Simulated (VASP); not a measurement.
# GaN (P6_3mc) in VASP: a series of runs

The runs below take GaN through single point, with LDA.

Program: VASP 6.6.1. These are calculated values, not measurements. Logs are shortened: lines on timing, memory, paths and dates and some standing lists are left out, and cuts for length are marked.

## 1. The cell of the first run

The structure is hexagonal, space group P6_3mc (No. 186). The conventional cell has a = 3.084 Å, b = 3.084 Å, c = 5.030 Å, α = 90.00°, β = 90.00°, γ = 120.00°. Ga (site symmetry 3m) has 4 N at 1.89 Å within 2.5 Å. N (site symmetry 3m) has 4 Ga at 1.89 Å within 2.5 Å.

## 2. Single point, LDA

Contents of INCAR:

```
SYSTEM = GaN
PREC = Accurate
ENCUT = 520
EDIFF = 1E-7
ISMEAR = 0
SIGMA = 0.01
LREAL = .False.
LASPH = .True.
NELM = 80
ALGO = Normal
ISIF = 2
LWAVE = .False.
LCHARG = .False.
NBANDS = 26
```

Contents of KPOINTS:

```
Automatic mesh
0
Gamma
  8 8 4
  0 0 0
```

Contents of POSCAR:

```
GaN
1.0
    3.0844851578      0.0000000000      0.0000000000
   -1.5422425789      2.6712425043      0.0000000000
    0.0000000000      0.0000000000      5.0304960996
Ga N
2 2
Direct
    0.3333333333      0.6666666667     -0.0005607598
    0.6666666667      0.3333333333      0.4994392402
    0.3333333333      0.6666666667      0.3755607598
    0.6666666667      0.3333333333      0.8755607598
```

Potentials or basis: VASP PAW LDA potentials, release 64 (Ga_d, N).

The run is started by

```console
cat potpaw_LDA.64/Ga_d/POTCAR potpaw_LDA.64/N/POTCAR > POTCAR
mpirun -np 1 vasp_std > vasp.out
```

OUTCAR:

```text
SYSTEM = GaN
   PREC = Accurate
   ENCUT = 520
   EDIFF = 1E-7
   ISMEAR = 0
   LREAL = .False.
   LASPH = .True.
   NELM = 80
   ISIF = 2

 ion  position               nearest neighbor table
   1  0.333  0.667  0.999-   4 1.89   4 1.89   4 1.89   3 1.89
   2  0.667  0.333  0.499-   3 1.89   3 1.89   3 1.89   4 1.89
   3  0.333  0.667  0.376-   2 1.89   2 1.89   2 1.89   1 1.89
   4  0.667  0.333  0.876-   1 1.89   1 1.89   1 1.89   2 1.89

  LATTYP: Found a hexagonal cell.
 ALAT       =     3.0844851578
 C/A-ratio  =     1.6309030007

  Lattice vectors:

 A1 = (   3.0844851578,   0.0000000000,   0.0000000000)
 A2 = (  -1.5422425789,   2.6712425043,   0.0000000000)
 A3 = (   0.0000000000,   0.0000000000,   5.0304960996)

Analysis of symmetry for initial positions (statically):
=====================================================================
 Subroutine PRICEL returns:
 Original cell was already a primitive cell.

 Routine SETGRP: Setting up the symmetry group for a
 hexagonal supercell.

 Subroutine GETGRP returns: Found 12 space group operations
 (whereof  6 operations were pure point group operations)
 out of a pool of 24 trial point group operations.

The static configuration has the point symmetry C_3v.
 The point group associated with its full space group is C_6v.

Analysis of symmetry for dynamics (positions and initial velocities):
=====================================================================
 Subroutine PRICEL returns:
 Original cell was already a primitive cell.

 Routine SETGRP: Setting up the symmetry group for a
 hexagonal supercell.

 Subroutine GETGRP returns: Found 12 space group operations
 (whereof  6 operations were pure point group operations)
 out of a pool of 24 trial point group operations.

The dynamic configuration has the point symmetry C_3v.
 The point group associated with its full space group is C_6v.

 Subroutine INISYM returns: Found 12 space group operations
 (whereof  6 operations are pure point group operations),
 and found     1 'primitive' translations

----------------------------------------------------------------------------------------

                                     Primitive cell

  volume of cell :      41.4483

  direct lattice vectors                    reciprocal lattice vectors
     3.084485158  0.000000000  0.000000000     0.324203213  0.187178813  0.000000000
    -1.542242579  2.671242504  0.000000000     0.000000000  0.374357625  0.000000000
     0.000000000  0.000000000  5.030496100     0.000000000  0.000000000  0.198787551

  length of vectors
[... 88 lines left out ...]
   EDIFFG = 0.1E-05   stopping-criterion for IOM
   NSW    =      0    number of steps for IOM
   IBRION =     -1    ionic relax: 0-MD 1-quasi-New 2-CG
   NFREE  =      0    steps in history (QN), initial steepest desc. (CG)
   ISIF   =      2    stress and relaxation
   ISYM   =      2    0-nonsym 1-usesym 2-fastsym
   POTIM  = 0.5000    time-step for ionic-motion
   TEBEG  =    0.0;   TEEND  =   0.0 temperature during run
   PSTRESS=    0.0 pullay stress
   NELECT =      36.0000    total number of electrons
   NUPDOWN=      -1.0000    fix difference up-down
   EMIN   =  10.00;   EMAX   =-10.00  energy-range for DOS
   EFERMI =   0.00;   METHOD = LEGACY
   ISMEAR =     0;   SIGMA  =   0.01  broadening in eV -4-tet -1-fermi 0-gaus
   EFERMI_NEDOS =   21; number of points for ismear=-14 and -15
   IALGO  =     38    algorithm
   IMIX   =      4    mixing-type and parameters
     AMIX     =   0.40;   BMIX     =  1.00
     AMIX_MAG =   1.60;   BMIX_MAG =  1.00
  volume/ion in A,a.u.               =      10.36        69.93
  Fermi-wavevector in a.u.,A,eV,Ry     =   1.561973  2.951700 33.194925  2.439758
  Thomas-Fermi vector in A             =   2.664959
   LORBIT       =      0    0 simple, 1 ext, 2 COOP (PROOUT), +10 PAW based schemes
   GGA     = CA    functional components
   LHFCALC =     F    Hartree Fock is set to
   AEXX    =    0.0000 exact exchange contribution
   IVDW    =     0    specifies the selected vdW correction
   LEPSILON=     F    determine dielectric tensor
   LRPA    =     F    only Hartree local field effects (RPA)
 non-spin polarized calculation
 Gauss-broadening in eV      SIGMA  =   0.01
  energy-cutoff  :      520.00
  volume of cell :       41.45
 maximum number of plane-waves:      1132
 NGX is ok and might be reduce to    24
   NGX = 11   NGY = 11   NGZ = 19

 number of electron      35.9999994 magnetization

 Free energy of the ion-electron system (eV)
  ---------------------------------------------------
  ext. energy  EPLUGINS =         0.00000000
  ---------------------------------------------------
  free energy    TOTEN  =       -27.76405159 eV

  energy without entropy =      -27.76405159  energy(sigma->0) =      -27.76405159

 E-fermi :   6.3042     XC(G=0): -12.6510

 val. band max:        6.2069523559   @ k =   0.0000   0.0000   0.0000
 cond. band min:       8.7831460808   @ k =   0.0000   0.0000   0.0000
 fundamental gap:      2.5761937249
 Fermi energy:         6.3042150380

 k-point     1 :       0.0000    0.0000    0.0000
  band No.  band energies     occupation
      1     -10.5417      2.00000
      2      -9.3366      2.00000
      3      -7.4783      2.00000
      4      -7.4573      2.00000
      5      -7.4573      2.00000
      6      -7.3755      2.00000
[... 685 lines left out ...]
     25      18.8768      0.00000
     26      18.8768      0.00000

 [... further k-points ...]

------------------------ aborting loop because EDIFF is reached ----------------------------------------

  FORCE on cell =-STRESS in cart. coord.  units (eV):
  Direction    XX          YY          ZZ          XY          YZ          ZX
  --------------------------------------------------------------------------------------
  -------------------------------------------------------------------------------------
  Total        4.2462496      4.2462496      4.2517006      0.0000000      0.0000000     -0.0000000
  in kB      164.1380546    164.1380546    164.3487628      0.0000000      0.0000000     -0.0000000
  external PRESSURE =     164.2082907 kB  Pullay stress =       0.0000000 kB

 VOLUME and BASIS-vectors are now :
 -----------------------------------------------------------------------------
  energy-cutoff  :      520.00
  volume of cell :       41.45
      direct lattice vectors                 reciprocal lattice vectors
     3.084485158  0.000000000  0.000000000     0.324203213  0.187178813  0.000000000
    -1.542242579  2.671242504  0.000000000     0.000000000  0.374357625  0.000000000
     0.000000000  0.000000000  5.030496100     0.000000000  0.000000000  0.198787551

 POSITION                                       TOTAL-FORCE (eV/Angst)
 -----------------------------------------------------------------------------------
     -0.00000      1.78083      5.02768         0.000000      0.000000      0.001609
      1.54224      0.89041      2.51243        -0.000000      0.000000      0.001609
     -0.00000      1.78083      1.88926         0.000000     -0.000000     -0.001609
      1.54224      0.89041      4.40450        -0.000000      0.000000     -0.001609
 -----------------------------------------------------------------------------------
    total drift:                                0.000000      0.000001     -0.000259

  FREE ENERGIE OF THE ION-ELECTRON SYSTEM (eV)
  ---------------------------------------------------
  free  energy   TOTEN  =       -27.7640515921 eV

  energy  without entropy=      -27.7640515921  energy(sigma->0) =      -27.76405159
```

It took 36 s on 1 thread of Intel Xeon Platinum 8259CL at 2.50GHz (Skylake/Cascade Lake), shared host; peak memory 0.15 GiB.

Results:

| Quantity | Value |
| --- | --- |
| Free energy | -27.7641 eV |
| Pressure | 16.4 GPa |
| Band gap on the k mesh | 2.58 eV, direct |

Levels at points of the mesh, in eV from the valence-band top:
| k point | band 15 | band 16 | band 17 | band 18 | band 19 | band 20 | band 21 | band 22 |
| --- | --- | --- | --- | --- | --- | --- | --- | --- |
| (0.00, 0.00, 0.00) | -1.17 | -0.07 | 0.00 | 0.00 | 2.58 | 4.82 | 9.58 | 10.28 |
| (0.50, 0.00, 0.00) | -4.72 | -3.13 | -2.55 | -1.14 | 5.18 | 5.91 | 6.29 | 9.26 |
| (0.00, 0.00, 0.50) | -0.60 | -0.60 | -0.60 | -0.60 | 4.82 | 4.82 | 8.81 | 8.81 |
| (0.50, 0.00, 0.50) | -2.22 | -2.22 | -2.14 | -2.14 | 4.57 | 4.57 | 8.21 | 8.21 |

## 3. Single point, LDA

Contents of INCAR:

```
  PREC = Accurate
  ENCUT = 520
  EDIFF = 1E-6
  ISMEAR = 0
  SIGMA = 0.01
  LREAL = F
  LASPH = T
  NELM = 60
  ALGO = Normal
  ISIF = 2
  LWAVE = F
  LCHARG = T
  GGA = CA
  LELF = T
  LVHAR = T
  NBANDS = 26
```

Contents of KPOINTS:

```
regular mesh
0
Gamma
  8 8 4
```

POSCAR is that of step 2.

Potentials or basis: VASP PAW LDA potentials, release 64 (Ga_d, N).

The run is started by

```console
cat potpaw_LDA.64/Ga_d/POTCAR potpaw_LDA.64/N/POTCAR > POTCAR
mpirun -np 1 vasp_std > vasp.out
```

OUTCAR:

```text
PREC = Accurate
   ENCUT = 520
   EDIFF = 1E-6
   ISMEAR = 0
   LREAL = F
   LASPH = T
   NELM = 60
   ISIF = 2
   GGA = CA

 ion  position               nearest neighbor table
   1  0.333  0.667  0.999-   4 1.89   4 1.89   4 1.89   3 1.89
   2  0.667  0.333  0.499-   3 1.89   3 1.89   3 1.89   4 1.89
   3  0.333  0.667  0.376-   2 1.89   2 1.89   2 1.89   1 1.89
   4  0.667  0.333  0.876-   1 1.89   1 1.89   1 1.89   2 1.89

  LATTYP: Found a hexagonal cell.
 ALAT       =     3.0844851578
 C/A-ratio  =     1.6309030007

  Lattice vectors:

 A1 = (   3.0844851578,   0.0000000000,   0.0000000000)
 A2 = (  -1.5422425789,   2.6712425043,   0.0000000000)
 A3 = (   0.0000000000,   0.0000000000,   5.0304960996)

Analysis of symmetry for initial positions (statically):
=====================================================================
 Subroutine PRICEL returns:
 Original cell was already a primitive cell.

 Routine SETGRP: Setting up the symmetry group for a
 hexagonal supercell.

 Subroutine GETGRP returns: Found 12 space group operations
[... 171 lines left out ...]

 E-fermi :   6.3043     XC(G=0): -12.6510

 val. band max:        6.2071495510   @ k =   0.0000   0.0000   0.0000
 cond. band min:       8.7832512752   @ k =   0.0000   0.0000   0.0000
 fundamental gap:      2.5761017242
 Fermi energy:         6.3043180125

 k-point     1 :       0.0000    0.0000    0.0000
  band No.  band energies     occupation
      1     -10.5416      2.00000
      2      -9.3365      2.00000
      3      -7.4784      2.00000
      4      -7.4574      2.00000
      5      -7.4574      2.00000
      6      -7.3757      2.00000
[... 685 lines left out ...]
     25      18.8769      0.00000
     26      18.8769      0.00000

 [... further k-points ...]

------------------------ aborting loop because EDIFF is reached ----------------------------------------

  FORCE on cell =-STRESS in cart. coord.  units (eV):
  Direction    XX          YY          ZZ          XY          YZ          ZX
  --------------------------------------------------------------------------------------
  -------------------------------------------------------------------------------------
  Total        4.2519742      4.2519742      4.2576407      0.0000000      0.0000000     -0.0000000
  in kB      164.3593383    164.3593383    164.5783751      0.0000000      0.0000000     -0.0000000
  external PRESSURE =     164.4323506 kB  Pullay stress =       0.0000000 kB

 VOLUME and BASIS-vectors are now :
 -----------------------------------------------------------------------------
  energy-cutoff  :      520.00
  volume of cell :       41.45
      direct lattice vectors                 reciprocal lattice vectors
     3.084485158  0.000000000  0.000000000     0.324203213  0.187178813  0.000000000
    -1.542242579  2.671242504  0.000000000     0.000000000  0.374357625  0.000000000
     0.000000000  0.000000000  5.030496100     0.000000000  0.000000000  0.198787551

 POSITION                                       TOTAL-FORCE (eV/Angst)
 -----------------------------------------------------------------------------------
     -0.00000      1.78083      5.02768         0.000000     -0.000000      0.001608
      1.54224      0.89041      2.51243        -0.000000      0.000000      0.001608
     -0.00000      1.78083      1.88926         0.000000     -0.000000     -0.001608
      1.54224      0.89041      4.40450        -0.000000      0.000000     -0.001608
 -----------------------------------------------------------------------------------
    total drift:                                0.000000      0.000001     -0.000248

  FREE ENERGIE OF THE ION-ELECTRON SYSTEM (eV)
  ---------------------------------------------------
  free  energy   TOTEN  =       -27.7640516486 eV

  energy  without entropy=      -27.7640516486  energy(sigma->0) =      -27.76405165
```

OSZICAR:

```text
N       E                     dE             d eps       ncg     rms          rms(c)
DAV:   1     0.279513476052E+03    0.27951E+03   -0.17645E+04  1716   0.266E+03
DAV:   2     0.296794343202E+01   -0.27655E+03   -0.26136E+03  1648   0.499E+02
DAV:   3    -0.311938123900E+02   -0.34162E+02   -0.33676E+02  1868   0.142E+02
DAV:   4    -0.322010322258E+02   -0.10072E+01   -0.10038E+01  1878   0.260E+01
DAV:   5    -0.322182090914E+02   -0.17177E-01   -0.17164E-01  1926   0.336E+00    0.112E+01
DAV:   6    -0.277909488976E+02    0.44273E+01   -0.10108E+01  2582   0.539E+01    0.317E+00
DAV:   7    -0.278262723035E+02   -0.35323E-01   -0.14545E+00  1664   0.840E+00    0.267E+00
DAV:   8    -0.277870809652E+02    0.39191E-01   -0.23315E-01  2588   0.578E+00    0.121E+00
DAV:   9    -0.277634679883E+02    0.23613E-01   -0.70295E-02  2540   0.444E+00    0.296E-01
DAV:  10    -0.277642874251E+02   -0.81944E-03   -0.53492E-03  1642   0.572E-01    0.132E-01
DAV:  11    -0.277640515189E+02    0.23591E-03   -0.99779E-04  2368   0.593E-01    0.420E-02
DAV:  12    -0.277640661866E+02   -0.14668E-04   -0.13594E-04  1650   0.728E-02    0.563E-02
DAV:  13    -0.277640687157E+02   -0.25292E-05   -0.27804E-06  1634   0.296E-02    0.640E-02
DAV:  14    -0.277640594428E+02    0.92729E-05   -0.35572E-06  1622   0.259E-02    0.443E-02
DAV:  15    -0.277640563546E+02    0.30882E-05   -0.29731E-06  1346   0.117E-02    0.335E-02
DAV:  16    -0.277640543846E+02    0.19701E-05   -0.10808E-06  1112   0.745E-03    0.267E-02
DAV:  17    -0.277640518361E+02    0.25484E-05   -0.36673E-06  1558   0.170E-02    0.108E-02
DAV:  18    -0.277640516486E+02    0.18749E-06   -0.13852E-06  1074   0.726E-03
   1 F= -.27764052E+02 E0= -.27764052E+02  d E =-.435639E-45
```

It took 32 s on 1 thread of Intel Xeon Platinum 8259CL at 2.50GHz (Skylake/Cascade Lake), shared host; peak memory 0.15 GiB.

Results:

| Quantity | Value |
| --- | --- |
| Free energy | -27.7641 eV |
| Pressure | 16.4 GPa |
| Band gap on the k mesh | 2.58 eV, direct |
